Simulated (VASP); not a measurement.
V:

```
CELL_PARAMETERS angstrom
2.67993 0.00000 0.00000
-1.33997 2.32089 0.00000
0.00000 0.00000 4.37631
ATOMIC_POSITIONS crystal
V 0.00000 0.00000 0.00000
V 0.33333 0.66667 0.50000
```

This isn't the form of V at room conditions, which is bcc.

* Program: VASP 6.6.1
* Task: relaxation of cell and atoms
* Functional: PBE
* Potentials or basis: VASP PAW PBE potentials, release 64 (V_sv)
* Cutoff: 600 eV
* k mesh: 18 × 18 × 10
* Occupations: gaussian, width 0.1 eV
* Spin: no spin polarisation

At the start: pressure 3.5 GPa; volume 13.61 Å³/atom.

Task: How do energy, volume and symmetry change on relaxing?

Result: Over 11 steps the energy falls by 36.7 meV/atom and the volume is 13.86 Å³/atom (+1.8 %); space group P6_3/mmc (No. 194, to 0.1 Å) before and after.

Step by step:
```tsv
step	energy change (eV)	largest force (eV/Å)	pressure (GPa)	volume (Å³)
1	0.0000	0.0000	3.51	27.22
2	-0.0337	0.0000	-4.00	28.40
3	-0.0338	0.0000	-4.22	28.44
4	-0.0593	0.0000	-3.66	28.33
5	-0.0678	0.0000	-3.15	28.24
6	-0.0683	0.0000	-3.04	28.22
7	-0.0734	0.0000	0.27	27.65
8	-0.0734	0.0000	-0.14	27.70
9	-0.0734	0.0000	0.03	27.69
10	-0.0734	0.0000	0.10	27.69
11	-0.0734	0.0000	-0.01	27.71
```

Final structure:
```
CELL_PARAMETERS angstrom
2.61110 0.00000 0.00000
-1.30555 2.26128 0.00000
0.00000 0.00000 4.69324
ATOMIC_POSITIONS crystal
V 0.00000 0.00000 0.00000
V 0.33333 0.66667 0.50000
```
